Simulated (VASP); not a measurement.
# In2SbSe3 (P-4m2) in VASP: notebook, part 2 of 2

VASP 6.6.1. Earlier steps stand in the parts before.

**4. Relaxation of cell and atoms, PBE**

INCAR

```
PREC     = Accurate       # precision mode
ENCUT    = 600            # plane-wave cutoff, eV
EDIFF    = 1E-6           # SCF threshold, eV
ISMEAR   = 0              # smearing method
SIGMA    = 0.1            # smearing width, eV
LREAL    = False          # projectors in reciprocal space
LASPH    = True           # aspherical terms in the spheres
NELM     = 100            # most SCF steps
ALGO     = Normal         # electronic algorithm
ISIF     = 3              # what is computed and relaxed
LWAVE    = False          # write WAVECAR
LCHARG   = False          # write CHGCAR
GGA      = PE             # functional
IBRION   = 2              # ionic algorithm
NSW      = 90             # ionic steps
EDIFFG   = -0.04          # ionic threshold
```

KPOINTS

```
Automatic mesh
0
Gamma
  4 4 2
```

POSCAR

```
In2SbSe3
1.0
    4.1185299600      0.0000000000      0.0000000000
    0.0000000000      4.1185299600      0.0000000000
    0.0000000000      0.0000000000      9.0347031600
In Sb Se
2 1 3
Direct
    0.0000000000      0.5000000000      0.7372320300
    0.5000000000      0.0000000000      0.2627679700
    0.0000000000      0.0000000000      0.0000000000
    0.5000000000      0.5000000000      0.0000000000
    0.0000000000      0.5000000000      0.3774000100
    0.5000000000      0.0000000000      0.6225999900
```

Started as:

```
$ cat potpaw_PBE.64/In_d/POTCAR potpaw_PBE.64/Sb/POTCAR potpaw_PBE.64/Se/POTCAR > POTCAR
$ mpirun -np 1 vasp_std > vasp.out
```

It took 9.1 min on 1 thread of Intel Xeon 6975P-C (Granite Rapids), shared host; peak memory 0.34 GiB.

Results (log left out):

| Property | Result |
| --- | --- |
| Free energy | -20.8228 eV |
| Relaxed volume | 26.54 Å³/atom |
| Relaxed cell | a = 4.071 Å, b = 4.071 Å, c = 9.607 Å, α = 90.00°, β = 90.00°, γ = 90.00° |
| Space group after relaxing (to 0.1 Å) | P-4m2 (No. 115) |
| Energy gained by relaxing | 171.4 meV/atom |
| Ionic steps | 25 |
| Pressure after relaxing | -0.2 GPa |
| Largest force after relaxing | 0.022 eV/Å |
| Band gap on the k mesh | zero (an odd number of electrons rules out a gap without spin polarisation) |

Forces in eV/Å, atoms in the order of the input:
```
In   0.000  0.000  0.017
In   0.000  0.000 -0.017
Sb   0.000  0.000  0.000
Se   0.000  0.000  0.000
Se   0.000  0.000  0.022
Se   0.000  0.000 -0.022
```

Stress tensor (GPa, compression positive):
```
-0.19  0.00  0.00
 0.00 -0.19  0.00
 0.00  0.00 -0.10
```

The path:
| step | energy change (eV) | largest force (eV/Å) | pressure (GPa) | volume (Å³) |
| --- | --- | --- | --- | --- |
| 1 | 0.0000 | 1.6919 | -0.31 | 153.25 |
| 2 | -0.3559 | 1.3472 | -0.17 | 152.09 |
| 3 | -0.7522 | 0.2279 | 3.91 | 147.99 |
| 4 | -0.7769 | 0.4700 | 2.71 | 148.94 |
| 5 | -0.8838 | 0.3598 | -1.53 | 161.90 |
| 6 | -0.8906 | 0.3721 | -0.81 | 159.13 |
| 7 | -0.9259 | 0.2831 | -0.56 | 158.70 |
| 8 | -0.9792 | 0.1992 | 0.44 | 157.48 |
| 9 | -0.9857 | 0.1564 | 0.84 | 157.00 |
| 10 | -1.0068 | 0.1286 | 0.48 | 158.05 |
| 11 | -1.0227 | 0.0643 | -0.07 | 159.68 |
| 12 | -1.0230 | 0.0502 | -0.15 | 159.96 |
| 13 | -1.0230 | 0.0535 | -0.14 | 159.90 |
| 14 | -1.0235 | 0.0541 | -0.06 | 159.58 |
| 15 | -1.0241 | 0.0514 | 0.10 | 158.98 |
| 16 | -1.0242 | 0.0486 | 0.15 | 158.72 |
| 17 | -1.0245 | 0.0512 | 0.15 | 158.68 |
| 18 | -1.0251 | 0.0642 | 0.11 | 158.57 |
| 19 | -1.0252 | 0.0682 | 0.10 | 158.53 |
| 20 | -1.0256 | 0.0622 | 0.04 | 158.70 |
| 21 | -1.0262 | 0.0440 | -0.14 | 159.18 |
| 22 | -1.0263 | 0.0354 | -0.22 | 159.41 |
| 23 | -1.0266 | 0.0334 | -0.21 | 159.40 |
| 24 | -1.0273 | 0.0279 | -0.20 | 159.34 |
| 25 | -1.0284 | 0.0218 | -0.16 | 159.24 |

Final structure:
```yaml
crystal:
  lattice:
    - [4.07121, 0.00000, 0.00000]
    - [0.00000, 4.07121, 0.00000]
    - [0.00000, 0.00000, 9.60741]
  atoms:
    - { symbol: In, position: [0.00000, 0.50000, 0.66654] }
    - { symbol: In, position: [0.50000, 0.00000, 0.33346] }
    - { symbol: Sb, position: [0.00000, 0.00000, 0.00000] }
    - { symbol: Se, position: [0.50000, 0.50000, 0.00000] }
    - { symbol: Se, position: [0.00000, 0.50000, 0.36779] }
    - { symbol: Se, position: [0.50000, 0.00000, 0.63221] }
```

Levels at points of the mesh, in eV from the Fermi level:
| k point | band 22 | band 23 | band 24 | band 25 | band 26 | band 27 |
| --- | --- | --- | --- | --- | --- | --- |
| (0.00, 0.00, 0.00) | -2.47 | -1.84 | -1.84 | 0.21 | 1.08 | 3.53 |
| (0.50, 0.00, 0.00) | -1.35 | -1.30 | -0.45 | -0.24 | 0.12 | 1.55 |
| (0.50, 0.50, 0.00) | -3.75 | -1.48 | -1.06 | -1.06 | -0.11 | 3.01 |
| (0.00, 0.00, 0.50) | -1.78 | -1.78 | -1.03 | 0.26 | 1.31 | 2.32 |
| (0.50, 0.00, 0.50) | -1.09 | -0.52 | -0.42 | -0.20 | 0.09 | 1.23 |
| (0.50, 0.50, 0.50) | -3.54 | -1.67 | -1.42 | -1.42 | -0.35 | 3.99 |

Caveat: the k points lie up to 0.39 Å⁻¹ apart in the final cell, too coarse for converged energies and pressures of a metal; spin-orbit coupling is left out, which moves the levels of the heavy elements.

**5. Single point, PBE**

This run uses another cell than the first one, of 26.56 Å³/atom.

INCAR

```
ALGO     = Normal         # electronic algorithm
EDIFF    = 1E-6           # SCF threshold, eV
ENCUT    = 520            # plane-wave cutoff, eV
GGA      = PE             # functional
ISIF     = 2              # what is computed and relaxed
ISMEAR   = 0              # smearing method
LASPH    = T              # aspherical terms in the spheres
LCHARG   = T              # write CHGCAR
LELF     = T              # ELF
LREAL    = F              # projectors in reciprocal space
LVHAR    = T            
LWAVE    = F              # write WAVECAR
NBANDS   = 34             # bands
NELM     = 60             # most SCF steps
PREC     = Accurate       # precision mode
SIGMA    = 0.1            # smearing width, eV
```

KPOINTS

```
k-points
0
Gamma
  10 10 4
```

POSCAR

```
In2SbSe3
1.0
    4.0235317058      0.0000000000      0.0000000000
    0.0000000000      4.0235317058      0.0000000000
    0.0000000000      0.0000000000      9.8426109526
In Sb Se
2 1 3
Direct
    0.0000000000      0.5000000000      0.6716793380
    0.5000000000      0.0000000000      0.3283206620
    0.0000000000      0.0000000000      0.0000000000
    0.5000000000      0.5000000000      0.0000000000
    0.0000000000      0.5000000000      0.3702882246
    0.5000000000      0.0000000000      0.6297117754
```

Potentials or basis: VASP PAW PBE potentials, release 64 (In_d, Sb, Se).

Started as:

```
$ cat potpaw_PBE.64/In_d/POTCAR potpaw_PBE.64/Sb/POTCAR potpaw_PBE.64/Se/POTCAR > POTCAR
$ mpirun -np 1 vasp_std > vasp.out
```

OUTCAR:

```text
EDIFF = 1E-6
   ENCUT = 520
   GGA = PE
   ISIF = 2
   ISMEAR = 0
   LASPH = T
   LREAL = F
   NELM = 60
   PREC = Accurate

 ion  position               nearest neighbor table
   1  0.000  0.500  0.672-   6 2.87   6 2.87   6 2.87   6 2.87   5 2.97   3 3.81   3 3.81
   2  0.500  0.000  0.328-   5 2.87   5 2.87   5 2.87   5 2.87   6 2.97   3 3.81   3 3.81
   3  0.000  0.000  0.000-   4 2.85   4 2.85   4 2.85   4 2.85   2 3.81   2 3.81   1 3.81   1 3.81

   4  0.500  0.500  0.000-   3 2.85   3 2.85   3 2.85   3 2.85
   5  0.000  0.500  0.370-   2 2.87   2 2.87   2 2.87   2 2.87   1 2.97
   6  0.500  0.000  0.630-   1 2.87   1 2.87   1 2.87   1 2.87   2 2.97

  LATTYP: Found a simple tetragonal cell.
 ALAT       =     4.0235317058
 C/A-ratio  =     2.4462615613

  Lattice vectors:

 A1 = (   4.0235317058,   0.0000000000,   0.0000000000)
 A2 = (   0.0000000000,   4.0235317058,   0.0000000000)
 A3 = (   0.0000000000,   0.0000000000,   9.8426109526)

[... 182 lines left out ...]

 E-fermi :   5.3174     XC(G=0):  -9.6177

 val. band max:        5.3139220880   @ k =   0.4000   0.2000   0.5000
 cond. band min:       5.3432752937   @ k =   0.5000   0.0000   0.5000
 fundamental gap:      0.0293532057
 Fermi energy:         5.3173790137

 k-point     1 :       0.0000    0.0000    0.0000
  band No.  band energies     occupation
      1      -9.4467      2.00000
      2      -9.2819      2.00000
      3      -9.1839      2.00000
      4      -9.1770      2.00000
      5      -9.1511      2.00000
      6      -9.1467      2.00000
[... 877 lines left out ...]
     33      10.4178      0.00000
     34      11.4153      0.00000

 [... further k-points ...]

------------------------ aborting loop because EDIFF is reached ----------------------------------------

  FORCE on cell =-STRESS in cart. coord.  units (eV):
  Direction    XX          YY          ZZ          XY          YZ          ZX
  --------------------------------------------------------------------------------------
  -------------------------------------------------------------------------------------
  Total       -0.0308109     -0.0308109     -0.0167394      0.0000000     -0.0000000      0.0000000
  in kB       -0.3098060     -0.3098060     -0.1683159      0.0000000     -0.0000000      0.0000000
  external PRESSURE =      -0.2626426 kB  Pullay stress =       0.0000000 kB

 VOLUME and BASIS-vectors are now :
 -----------------------------------------------------------------------------
  energy-cutoff  :      520.00
  volume of cell :      159.34
      direct lattice vectors                 reciprocal lattice vectors
     4.023531706  0.000000000  0.000000000     0.248537870  0.000000000  0.000000000
     0.000000000  4.023531706  0.000000000     0.000000000  0.248537870  0.000000000
     0.000000000  0.000000000  9.842610953     0.000000000  0.000000000  0.101599058

 POSITION                                       TOTAL-FORCE (eV/Angst)
 -----------------------------------------------------------------------------------
      0.00000      2.01177      6.61108         0.000000      0.000000      0.004508
      2.01177      0.00000      3.23153        -0.000000      0.000000     -0.004508
      0.00000      0.00000      0.00000        -0.000000      0.000000      0.000000
      2.01177      2.01177      0.00000         0.000000     -0.000000      0.000000
      0.00000      2.01177      3.64460         0.000000      0.000000     -0.000114
      2.01177      0.00000      6.19801         0.000000      0.000000      0.000114
 -----------------------------------------------------------------------------------
    total drift:                                0.000000      0.000000     -0.000000

  FREE ENERGIE OF THE ION-ELECTRON SYSTEM (eV)
  ---------------------------------------------------
  free  energy   TOTEN  =       -20.9088724791 eV

  energy  without entropy=      -20.8962108220  energy(sigma->0) =      -20.90254165
```

OSZICAR:

```text
N       E                     dE             d eps       ncg     rms          rms(c)
DAV:   1     0.434161643311E+03    0.43416E+03   -0.20485E+04  4284   0.147E+03
DAV:   2     0.346232957241E+02   -0.39954E+03   -0.38038E+03  4558   0.373E+02
DAV:   3    -0.185121536209E+02   -0.53135E+02   -0.50817E+02  5462   0.144E+02
DAV:   4    -0.214111068022E+02   -0.28990E+01   -0.28524E+01  5118   0.333E+01
DAV:   5    -0.215223367490E+02   -0.11123E+00   -0.11105E+00  6110   0.707E+00    0.654E+00
DAV:   6    -0.209166275433E+02    0.60571E+00   -0.10596E+00  6016   0.126E+01    0.388E+00
DAV:   7    -0.209100225562E+02    0.66050E-02   -0.40982E-01  5680   0.361E+00    0.175E+00
DAV:   8    -0.209085547837E+02    0.14678E-02   -0.25179E-02  5104   0.103E+00    0.591E-01
DAV:   9    -0.209087547894E+02   -0.20001E-03   -0.35230E-03  5998   0.445E-01    0.156E-01
DAV:  10    -0.209088259202E+02   -0.71131E-04   -0.27692E-04  5638   0.114E-01    0.671E-02
DAV:  11    -0.209088708911E+02   -0.44971E-04   -0.67908E-05  5850   0.510E-02    0.130E-02
DAV:  12    -0.209088720735E+02   -0.11824E-05   -0.65350E-06  5320   0.163E-02    0.497E-03
DAV:  13    -0.209088724791E+02   -0.40563E-06   -0.70219E-07  2840   0.649E-03
   1 F= -.20908872E+02 E0= -.20902542E+02  d E =-.126617E-01
```

stdout:

```text
POSCAR found type information on POSCAR InSbSe
 POSCAR found :  3 types and       6 ions
 scaLAPACK will be used
 LDA part: xc-table for (Slater+PW92), standard interpolation
 POSCAR, INCAR and KPOINTS ok, starting setup
 FFT: planning ... GRIDC
 FFT: planning ... GRID_SOFT
 FFT: planning ... GRID
 WAVECAR not read
 entering main loop
```

It took 2.1 min on 1 thread of Intel Xeon 6975P-C (Granite Rapids), shared host; peak memory 0.46 GiB.

Results:

| Quantity | Value |
| --- | --- |
| Free energy | -20.9089 eV |
| Pressure | 0.0 GPa |
| Largest force | 0.005 eV/Å |
| Band gap on the k mesh | zero (an odd number of electrons rules out a gap without spin polarisation) |

Forces on the atoms (eV/Å):
```
In   0.000  0.000  0.005
In   0.000  0.000 -0.005
Sb   0.000  0.000  0.000
Se   0.000  0.000  0.000
Se   0.000  0.000  0.000
Se   0.000  0.000  0.000
```

Levels at points of the mesh, in eV from the Fermi level:
```
           k point  band 22  band 23  band 24  band 25  band 26  band 27
(0.00, 0.00, 0.00)    -2.61    -1.96    -1.96     0.17     1.11     3.25
(0.50, 0.00, 0.00)    -1.38    -1.37    -0.47    -0.31     0.04     1.42
(0.50, 0.50, 0.00)    -3.94    -1.73    -1.24    -1.24    -0.16     2.78
(0.00, 0.00, 0.50)    -1.93    -1.93    -1.43     0.20     1.34     1.97
(0.50, 0.00, 0.50)    -1.31    -0.56    -0.49    -0.37     0.03     1.11
(0.50, 0.50, 0.50)    -3.78    -1.88    -1.53    -1.53    -0.37     3.63
```

Caveat: spin-orbit coupling is left out, which moves the levels of the heavy elements.

**6. Overview**

| task | cell | k mesh | cutoff (eV) | gap on the mesh (eV) | pressure (GPa) | largest force (eV/Å) |
| --- | --- | --- | --- | --- | --- | --- |
| single point | a = 4.119, b = 4.119, c = 9.035 Å, 6 atoms, atomic positions A | 4 × 4 × 2 | 520 | none | -0.3 | 1.69 |
| single point | a = 4.065, b = 4.065, c = 9.512 Å, 6 atoms, atomic positions B | 4 × 4 × 2 | 520 | none | 0.1 | 0.02 |
| relaxation of cell and atoms | relaxed from a = 4.119, b = 4.119, c = 9.035 Å, 6 atoms, atomic positions A | 4 × 4 × 2 | 600 | none | -0.2 | 0.02 |
| single point | a = 4.024, b = 4.024, c = 9.843 Å, 6 atoms, atomic positions C | 10 × 10 × 4 | 520 | none | 0.0 | - |

Alike in all rows: level PBE; potentials or basis VASP PAW PBE potentials, release 64 (In_d, Sb, Se); no spin polarisation; smearing gaussian 0.1 eV.

Caveats: some runs use coarse meshes; spin-orbit coupling is left out, which moves the levels of the heavy elements; forces of over 1 eV/Å act on the atoms, so gaps and moduli don't describe the material at rest (at least some runs).

Absolute energies hang on the potentials; compare differences alone.
